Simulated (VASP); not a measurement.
A run of VASP 6.6.1 is set up as follows.

Contents of INCAR:

```
SYSTEM = P
PREC     = Accurate       ! precision mode
ENCUT    = 520            ! plane-wave cutoff, eV
EDIFF    = 1E-7           ! SCF threshold, eV
ISMEAR   = 0              ! smearing method
SIGMA    = 0.1            ! smearing width, eV
LREAL    = .False.        ! projectors in reciprocal space
LASPH    = .True.         ! aspherical terms in the spheres
NELM     = 100            ! most SCF steps
ALGO     = Normal         ! electronic algorithm
ISIF     = 2              ! what is computed and relaxed
LWAVE    = .False.        ! write WAVECAR
LCHARG   = .False.        ! write CHGCAR
GGA      = PS             ! functional
NBANDS   = 18             ! bands
```

Contents of KPOINTS:

```
regular mesh
0
Gamma
  14 10 14
  0 0 0
```

The input POSCAR:

```
P
1.0
    3.1689886941      0.0000000000      0.0000000000
    0.0000000000      4.4532815249      0.0000000000
    0.0000000000      0.0000000000      3.1689396925
P
4
Direct
    0.0000000000      0.7500000000      0.5000353251
    0.0000000000      0.2500000000      0.4999646749
    0.5000000000      0.2500000000      0.0000353251
    0.5000000000      0.7500000000      0.9999646749
```

Potentials or basis: VASP PAW PBE potentials, release 64 (P).

Run with:

```sh
$ cat potpaw_PBE.64/P/POTCAR > POTCAR
$ mpirun -np 1 vasp_std > vasp.out
```

(1) Estimate the pressure.

(2) What does it give for the band gap on the k mesh?

## Answers

(1) 50.1 GPa.

(2) zero (band 10 reaches 15.41 eV, above the bottom of band 11 at 11.88 eV).

Caveat: the PAW data sets were made with another functional, which shifts forces and pressure a little.
